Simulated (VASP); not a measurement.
# Be (C2/m) in VASP: further runs, part 2 of 2

VASP 6.6.1.

### Step 4. Single point, PBEsol (atom 1 (Be) moved by (+0.300, -0.600) A along y and z)

INCAR

```
PREC = Accurate
ENCUT = 520
EDIFF = 1E-6
ISMEAR = 0
SIGMA = 0.15
LREAL = F
LASPH = T
NELM = 80
ALGO = Fast
ISIF = 2
LWAVE = F
LCHARG = F
GGA = PS
NBANDS = 9
```

KPOINTS

```
Automatic mesh
0
Gamma
  24 24 14
```

POSCAR

```
Be
1.0
    2.2995019849      0.0000000000      0.0000000000
   -1.1497509925      1.9914271350      0.0000000000
    0.0000000000      0.0000000000      3.6009000000
Be
2
Direct
    0.4086561997      0.8173123994      0.0833749896
    0.6666666667      0.3333333333      0.7500000000
```

Potentials or basis: VASP PAW PBE potentials, release 64 (Be).

On the command line:

```sh
$ cat potpaw_PBE.64/Be/POTCAR > POTCAR
$ mpirun -np 1 vasp_std > vasp.out
```

OUTCAR:

```text
PREC = Accurate
   ENCUT = 520
   EDIFF = 1E-6
   ISMEAR = 0
   LREAL = F
   LASPH = T
   NELM = 80
   ISIF = 2
   GGA = PS

 ion  position               nearest neighbor table
   1  0.409  0.817  0.083-   2 1.58   2 1.92   2 1.92
   2  0.667  0.333  0.750-   1 1.58   1 1.92   1 1.92

  LATTYP: Found a hexagonal cell.
 ALAT       =     2.2995019849
 C/A-ratio  =     1.5659477677

  Lattice vectors:

 A1 = (   2.2995019849,   0.0000000000,   0.0000000000)
 A2 = (  -1.1497509925,   1.9914271350,   0.0000000000)
 A3 = (   0.0000000000,   0.0000000000,   3.6009000000)

Analysis of symmetry for initial positions (statically):
=====================================================================
 Subroutine PRICEL returns:
 Original cell was already a primitive cell.

 Routine SETGRP: Setting up the symmetry group for a
 hexagonal supercell.

 Subroutine GETGRP returns: Found  4 space group operations
 (whereof  2 operations were pure point group operations)
 out of a pool of 24 trial point group operations.

The static configuration has the point symmetry C_1h.
 The point group associated with its full space group is C_2h.

Analysis of symmetry for dynamics (positions and initial velocities):
=====================================================================
 Subroutine PRICEL returns:
 Original cell was already a primitive cell.

 Routine SETGRP: Setting up the symmetry group for a
 hexagonal supercell.

 Subroutine GETGRP returns: Found  4 space group operations
 (whereof  2 operations were pure point group operations)
 out of a pool of 24 trial point group operations.

The dynamic configuration has the point symmetry C_1h.
 The point group associated with its full space group is C_2h.

 Subroutine INISYM returns: Found  4 space group operations
 (whereof  2 operations are pure point group operations),
 and found     1 'primitive' translations
[... 112 lines left out ...]
   IALGO  =     68    algorithm
   IMIX   =      4    mixing-type and parameters
     AMIX     =   0.40;   BMIX     =  1.00
     AMIX_MAG =   1.60;   BMIX_MAG =  1.00
  volume/ion in A,a.u.               =       8.24        55.64
  Fermi-wavevector in a.u.,A,eV,Ry     =   1.020998  1.929407 14.183227  1.042438
  Thomas-Fermi vector in A             =   2.154599
   LORBIT       =      0    0 simple, 1 ext, 2 COOP (PROOUT), +10 PAW based schemes
   GGA     = PS    functional components
   LHFCALC =     F    Hartree Fock is set to
   AEXX    =    0.0000 exact exchange contribution
   IVDW    =     0    specifies the selected vdW correction
   LEPSILON=     F    determine dielectric tensor
   LRPA    =     F    only Hartree local field effects (RPA)
 non-spin polarized calculation
 RMM-DIIS sequential band-by-band and
 Gauss-broadening in eV      SIGMA  =   0.15
  energy-cutoff  :      520.00
  volume of cell :       16.49
 maximum number of plane-waves:       470
 NGX is ok and might be reduce to    18
   NGX =  9   NGY =  9   NGZ = 13

 number of electron       4.0000000 magnetization

 Free energy of the ion-electron system (eV)
  ---------------------------------------------------
  ext. energy  EPLUGINS =         0.00000000
  ---------------------------------------------------
  free energy    TOTEN  =        -5.95565540 eV

  energy without entropy =       -5.95311759  energy(sigma->0) =       -5.95438649

 E-fermi :   6.0407     XC(G=0): -10.3088

 val. band max:        6.0384670753   @ k =   0.2917   0.1667   0.0714
 cond. band min:       6.0431039570   @ k =  -0.3750   0.2083   0.0714
 fundamental gap:      0.0046368817
 Fermi energy:         6.0407143411

 k-point     1 :       0.0000    0.0000    0.0000
  band No.  band energies     occupation
      1      -4.6544      2.00000
      2       3.3471      2.00000
      3       6.1816      0.18393
      4      19.5592      0.00000
      5      22.0877      0.00000
      6      22.4049      0.00000
      7      25.8982      0.00000
      8      31.1045      0.00000
      9      31.1956      0.00000
[... 265 lines left out ...]
 k-point    24 :       0.5000   -0.0000    0.0000
  band No.  band energies     occupation
      1       0.6288      2.00000
      2       3.6465      2.00000
      3      10.0906      0.00000
      4      12.8742      0.00000
      5      13.6469      0.00000
      6      14.6084      0.00000
      7      16.3728      0.00000
      8      21.5957      0.00000
      9      27.6787      0.00000

 [... further k-points ...]
[... 5 lines left out ...]
  --------------------------------------------------------------------------------------
  -------------------------------------------------------------------------------------
  Total       -0.4297303      3.2323934      6.0000157     -0.0000000     -3.6251703      0.0000000
  in kB      -41.7539233    314.0693260    582.9800536     -0.0000000   -352.2327451      0.0000000
  external PRESSURE =     285.0984854 kB  Pullay stress =       0.0000000 kB

 VOLUME and BASIS-vectors are now :
 -----------------------------------------------------------------------------
  energy-cutoff  :      520.00
  volume of cell :       16.49
      direct lattice vectors                 reciprocal lattice vectors
     2.299501985  0.000000000  0.000000000     0.434876772  0.251076221  0.000000000
    -1.149750993  1.991427135  0.000000000     0.000000000  0.502152443  0.000000000
     0.000000000  0.000000000  3.600900000     0.000000000  0.000000000  0.277708351

 POSITION                                       TOTAL-FORCE (eV/Angst)
 -----------------------------------------------------------------------------------
     -0.00000      1.62762      0.30023         0.000000     -3.386568      7.100260
      1.14975      0.66381      2.70068        -0.000000      3.386568     -7.100260
 -----------------------------------------------------------------------------------
    total drift:                               -0.000000     -0.000000     -0.000000

  FREE ENERGIE OF THE ION-ELECTRON SYSTEM (eV)
  ---------------------------------------------------
  free  energy   TOTEN  =        -5.9556553983 eV

  energy  without entropy=       -5.9531175883  energy(sigma->0) =       -5.95438649
```

OSZICAR:

```text
N       E                     dE             d eps       ncg     rms          rms(c)
DAV:   1    -0.131504285961E+01   -0.13150E+01   -0.17479E+03 38388   0.363E+02
DAV:   2    -0.671510785299E+01   -0.54001E+01   -0.52399E+01 53917   0.573E+01
DAV:   3    -0.678468258001E+01   -0.69575E-01   -0.69271E-01 45647   0.458E+00
DAV:   4    -0.678477805245E+01   -0.95472E-04   -0.95468E-04 51232   0.181E-01
DAV:   5    -0.678477810827E+01   -0.55822E-07   -0.55744E-07 44815   0.380E-03    0.341E+00
RMM:   6    -0.607665662775E+01    0.70812E+00   -0.13304E-01 38803   0.186E+00    0.147E+00
RMM:   7    -0.595630481801E+01    0.12035E+00   -0.69935E-02 40476   0.119E+00    0.286E-01
RMM:   8    -0.595584526642E+01    0.45955E-03   -0.20613E-03 43727   0.361E-01    0.607E-02
RMM:   9    -0.595565315886E+01    0.19211E-03   -0.29950E-04 44865   0.117E-01    0.666E-03
RMM:  10    -0.595565526793E+01   -0.21091E-05   -0.19640E-05 45057   0.429E-02    0.230E-03
RMM:  11    -0.595565539828E+01   -0.13035E-06   -0.25661E-06 45045   0.129E-02
   1 F= -.59556554E+01 E0= -.59543865E+01  d E =-.253781E-02
```

Run time: 3 min. Hardware: 1 thread of AMD EPYC 7R13 (Zen 3), shared host; peak memory 0.33 GiB.

Results:

```
Free energy            : -5.9557 eV
Pressure               : 28.5 GPa
Largest force          : 7.867 eV/Å
Band gap on the k mesh : zero (bands 2 and 3 overlap by 2.17 eV)
```

Forces in eV/Å, atoms in the order of the input:
```
Be   0.000 -3.387  7.100
Be   0.000  3.387 -7.100
```

Caveat: the cell differs from its parent crystal (atom 1 (Be) moved by (+0.300, -0.600) A along y and z); the stress differs along the axes, from -4 to 58 GPa; the PAW data sets were made with another functional, which shifts forces and pressure a little.

### Step 5. Single point, PBEsol (atom 1 (Be) moved by (+0.600, -0.300) A along y and z)

INCAR

```
PREC = Accurate
ENCUT = 520
EDIFF = 1E-6
ISMEAR = 0
SIGMA = 0.15
LREAL = False
LASPH = True
NELM = 100
ALGO = Fast
ISIF = 2
LWAVE = False
LCHARG = False
GGA = PS
NBANDS = 9
```

KPOINTS is that of step 4.

POSCAR, as its differences from that of step 4:

```diff
@@ -8,3 +8,3 @@
 Direct
-    0.4086561997      0.8173123994      0.0833749896
+    0.4839790661      0.9679581322      0.1666874948
     0.6666666667      0.3333333333      0.7500000000
```

Potentials or basis: VASP PAW PBE potentials, release 64 (Be).

On the command line:

```sh
$ cat potpaw_PBE.64/Be/POTCAR > POTCAR
$ mpirun -np 1 vasp_std > vasp.out
```

OUTCAR:

```text
PREC = Accurate
   ENCUT = 520
   EDIFF = 1E-6
   ISMEAR = 0
   LREAL = False
   LASPH = True
   NELM = 100
   ISIF = 2
   GGA = PS

 ion  position               nearest neighbor table
   1  0.484  0.968  0.167-   2 1.67   2 2.22   2 2.27   2 2.27
   2  0.667  0.333  0.750-   1 1.67   1 2.22   1 2.27   1 2.27

  LATTYP: Found a hexagonal cell.
 ALAT       =     2.2995019849
 C/A-ratio  =     1.5659477677

  Lattice vectors:

 A1 = (   2.2995019849,   0.0000000000,   0.0000000000)
 A2 = (  -1.1497509925,   1.9914271350,   0.0000000000)
 A3 = (   0.0000000000,   0.0000000000,   3.6009000000)

Analysis of symmetry for initial positions (statically):
=====================================================================
 Subroutine PRICEL returns:
 Original cell was already a primitive cell.

 Routine SETGRP: Setting up the symmetry group for a
 hexagonal supercell.

 Subroutine GETGRP returns: Found  4 space group operations
 (whereof  2 operations were pure point group operations)
 out of a pool of 24 trial point group operations.

The static configuration has the point symmetry C_1h.
 The point group associated with its full space group is C_2h.

Analysis of symmetry for dynamics (positions and initial velocities):
=====================================================================
 Subroutine PRICEL returns:
 Original cell was already a primitive cell.

 Routine SETGRP: Setting up the symmetry group for a
 hexagonal supercell.

 Subroutine GETGRP returns: Found  4 space group operations
 (whereof  2 operations were pure point group operations)
 out of a pool of 24 trial point group operations.

The dynamic configuration has the point symmetry C_1h.
 The point group associated with its full space group is C_2h.

 Subroutine INISYM returns: Found  4 space group operations
 (whereof  2 operations are pure point group operations),
 and found     1 'primitive' translations

----------------------------------------------------------------------------------------

                                     Primitive cell

  volume of cell :      16.4896

  direct lattice vectors                    reciprocal lattice vectors
     2.299501985  0.000000000  0.000000000     0.434876772  0.251076221  0.000000000
    -1.149750993  1.991427135  0.000000000     0.000000000  0.502152443  0.000000000
     0.000000000  0.000000000  3.600900000     0.000000000  0.000000000  0.277708351

  length of vectors
     2.299501985  2.299501985  3.600900000     0.502152443  0.502152443  0.277708351

  position of ions in fractional coordinates (direct lattice)
     0.483979066  0.967958132  0.166687495
     0.666666667  0.333333333  0.750000000

  ion indices of the primitive-cell ions
   primitive index   ion index
                 1           1
                 2           2

----------------------------------------------------------------------------------------

 KPOINTS: Automatic mesh

Automatic generation of k-mesh.
 Grid dimensions read from file:
 generate k-points for:   24   24   14

 Generating k-lattice:

  Cartesian coordinates                     Fractional coordinates (reciprocal lattice)
     0.018119865  0.010461509  0.000000000     0.041666667  0.000000000  0.000000000
     0.000000000  0.020923018  0.000000000     0.000000000  0.041666667  0.000000000
     0.000000000  0.000000000  0.019836311     0.000000000  0.000000000  0.071428571

  Length of vectors
     0.020923018  0.020923018  0.019836311

  Shift w.r.t. Gamma in fractional coordinates (k-lattice)
     0.000000000  0.000000000  0.000000000

 Subroutine IBZKPT returns following result:
 ===========================================

 Found   2114 irreducible k-points:

 Following reciprocal coordinates:
            Coordinates               Weight
  0.000000  0.000000  0.000000      1.000000
  0.041667 -0.000000  0.000000      4.000000
  0.000000  0.041667  0.000000      2.000000
  0.083333 -0.000000  0.000000      4.000000
  0.000000  0.083333  0.000000      2.000000
  0.125000 -0.000000  0.000000      4.000000
[... 16 lines left out ...]
  0.000000  0.458333  0.000000      2.000000
  0.500000 -0.000000  0.000000      2.000000
 [... further k-points ...]
   k-points           NKPTS =   2114   k-points in BZ     NKDIM =   2114   number of bands    NBANDS=      9
   number of dos      NEDOS =    301   number of ions     NIONS =      2
   total plane-waves  NPLWV =   9072
   dimension x,y,z NGX =    18 NGY =   18 NGZ =   28
   dimension x,y,z NGXF=    36 NGYF=   36 NGZF=   56
   ions per type =               2
   NGX,Y,Z   is equivalent  to a cutoff of  13.01, 13.01, 12.93 a.u.
   NGXF,Y,Z  is equivalent  to a cutoff of  26.03, 26.03, 25.85 a.u.
 SYSTEM =  unknown system
   PREC   = accura    normal or accurate (medium, high low for compatibility)
   ISTART =      0    job   : 0-new  1-cont  2-samecut
   ICHARG =      2    charge: 1-file 2-atom 10-const
   ISPIN  =      1    spin polarized calculation?
   LNONCOLLINEAR =      F non collinear calculations
   LSORBIT =      F    spin-orbit coupling
   LASPH  =      T    aspherical Exc in radial PAW
   ENCUT  =  520.0 eV  38.22 Ry    6.18 a.u.   4.28  4.28  6.70*2*pi/ulx,y,z
   NELM   =    100;   NELMIN=  2; NELMDL= -5     # of ELM steps
   EDIFF  = 0.1E-05   stopping-criterion for ELM
   LREAL  =      F    real-space projection
   EDIFFG = 0.1E-04   stopping-criterion for IOM
   NSW    =      0    number of steps for IOM
   IBRION =     -1    ionic relax: 0-MD 1-quasi-New 2-CG
   NFREE  =      0    steps in history (QN), initial steepest desc. (CG)
   ISIF   =      2    stress and relaxation
   ISYM   =      2    0-nonsym 1-usesym 2-fastsym
   POTIM  = 0.5000    time-step for ionic-motion
   TEBEG  =    0.0;   TEEND  =   0.0 temperature during run
   PSTRESS=    0.0 pullay stress
   NELECT =       4.0000    total number of electrons
   NUPDOWN=      -1.0000    fix difference up-down
   EMIN   =  10.00;   EMAX   =-10.00  energy-range for DOS
   EFERMI =   0.00;   METHOD = LEGACY
   ISMEAR =     0;   SIGMA  =   0.15  broadening in eV -4-tet -1-fermi 0-gaus
   EFERMI_NEDOS =   21; number of points for ismear=-14 and -15
   IALGO  =     68    algorithm
   IMIX   =      4    mixing-type and parameters
     AMIX     =   0.40;   BMIX     =  1.00
     AMIX_MAG =   1.60;   BMIX_MAG =  1.00
  volume/ion in A,a.u.               =       8.24        55.64
  Fermi-wavevector in a.u.,A,eV,Ry     =   1.020998  1.929407 14.183227  1.042438
  Thomas-Fermi vector in A             =   2.154599
   LORBIT       =      0    0 simple, 1 ext, 2 COOP (PROOUT), +10 PAW based schemes
   GGA     = PS    functional components
   LHFCALC =     F    Hartree Fock is set to
   AEXX    =    0.0000 exact exchange contribution
   IVDW    =     0    specifies the selected vdW correction
   LEPSILON=     F    determine dielectric tensor
   LRPA    =     F    only Hartree local field effects (RPA)
 non-spin polarized calculation
 RMM-DIIS sequential band-by-band and
 Gauss-broadening in eV      SIGMA  =   0.15
  energy-cutoff  :      520.00
  volume of cell :       16.49
 maximum number of plane-waves:       470
 NGX is ok and might be reduce to    18
   NGX =  9   NGY =  9   NGZ = 13

 number of electron       4.0000000 magnetization

 Free energy of the ion-electron system (eV)
  ---------------------------------------------------
  ext. energy  EPLUGINS =         0.00000000
  ---------------------------------------------------
  free energy    TOTEN  =        -6.63025450 eV

  energy without entropy =       -6.62812323  energy(sigma->0) =       -6.62918886

 E-fermi :   6.7420     XC(G=0): -10.4249

 val. band max:        6.7391815002   @ k =  -0.4167   0.2083   0.0000
 cond. band min:       6.7448144548   @ k =   0.3333   0.3333   0.0000
 fundamental gap:      0.0056329546
 Fermi energy:         6.7419861419

 k-point     1 :       0.0000    0.0000    0.0000
  band No.  band energies     occupation
      1      -4.4951      2.00000
      2       2.4121      2.00000
      3       7.3826      0.00000
      4      21.7809      0.00000
      5      21.8151      0.00000
      6      24.0470      0.00000
      7      24.4105      0.00000
      8      29.3479      0.00000
      9      31.5681      0.00000
[... 265 lines left out ...]
 k-point    24 :       0.5000   -0.0000    0.0000
  band No.  band energies     occupation
      1       1.1137      2.00000
      2       4.4825      2.00000
      3       9.0046      0.00000
      4      11.7238      0.00000
      5      14.4543      0.00000
      6      16.4216      0.00000
      7      16.9824      0.00000
      8      19.3908      0.00000
      9      28.7769      0.00000

 [... further k-points ...]
[... 5 lines left out ...]
  --------------------------------------------------------------------------------------
  -------------------------------------------------------------------------------------
  Total       -1.6112798      0.3163339      4.8937892     -0.0000000     -3.1671263      0.0000000
  in kB     -156.5569254     30.7359835    475.4956747     -0.0000000   -307.7277772      0.0000000
  external PRESSURE =     116.5582443 kB  Pullay stress =       0.0000000 kB

 VOLUME and BASIS-vectors are now :
 -----------------------------------------------------------------------------
  energy-cutoff  :      520.00
  volume of cell :       16.49
      direct lattice vectors                 reciprocal lattice vectors
     2.299501985  0.000000000  0.000000000     0.434876772  0.251076221  0.000000000
    -1.149750993  1.991427135  0.000000000     0.000000000  0.502152443  0.000000000
     0.000000000  0.000000000  3.600900000     0.000000000  0.000000000  0.277708351

 POSITION                                       TOTAL-FORCE (eV/Angst)
 -----------------------------------------------------------------------------------
     -0.00000      1.92762      0.60023         0.000000     -3.321119      4.351917
      1.14975      0.66381      2.70068        -0.000000      3.321119     -4.351917
 -----------------------------------------------------------------------------------
    total drift:                                0.000000      0.000000      0.000000

  FREE ENERGIE OF THE ION-ELECTRON SYSTEM (eV)
  ---------------------------------------------------
  free  energy   TOTEN  =        -6.6302544994 eV

  energy  without entropy=       -6.6281232285  energy(sigma->0) =       -6.62918886
```

It took 2.8 min on 1 thread of AMD EPYC 7R13 (Zen 3), shared host; peak memory 0.33 GiB.

Results:

| Property | Result |
| --- | --- |
| Free energy | -6.6303 eV |
| Pressure | 11.7 GPa |
| Largest force | 5.474 eV/Å |
| Band gap on the k mesh | zero (bands 2 and 3 overlap by 1.65 eV) |

Forces in eV/Å, atoms in the order of the input:
```
Be   0.000 -3.321  4.352
Be   0.000  3.321 -4.352
```

Caveat: the cell differs from its parent crystal (atom 1 (Be) moved by (+0.600, -0.300) A along y and z); the stress differs along the axes, from -16 to 48 GPa; the PAW data sets were made with another functional, which shifts forces and pressure a little.

### Step 6. Summary

| cell | gap on the mesh (eV) | pressure (GPa) | largest force (eV/Å) |
| --- | --- | --- | --- |
| as given, atomic positions A | none | 40.4 | 13.40 |
| as given, atomic positions B | none | 26.8 | 6.64 |
| as given, atomic positions C | none | 28.5 | 7.87 |
| as given, atomic positions D | none | 11.7 | 5.47 |

Alike in all rows: task single point; level PBEsol; potentials or basis VASP PAW PBE potentials, release 64 (Be); no spin polarisation; k mesh 24 × 24 × 14; cutoff (eV) 520; smearing gaussian 0.15 eV.

Caveats: the PAW data sets were made with another functional, which shifts forces and pressure a little; the stress differs along the axes, from -18 to 109 GPa (at least some runs); the stress differs along the axes, from -7 to 51 GPa (at least some runs); the stress differs along the axes, from -4 to 58 GPa (at least some runs); the stress differs along the axes, from -16 to 48 GPa (at least some runs).

Total energies depend on the potentials used, so only differences within one code and one set of settings carry meaning.
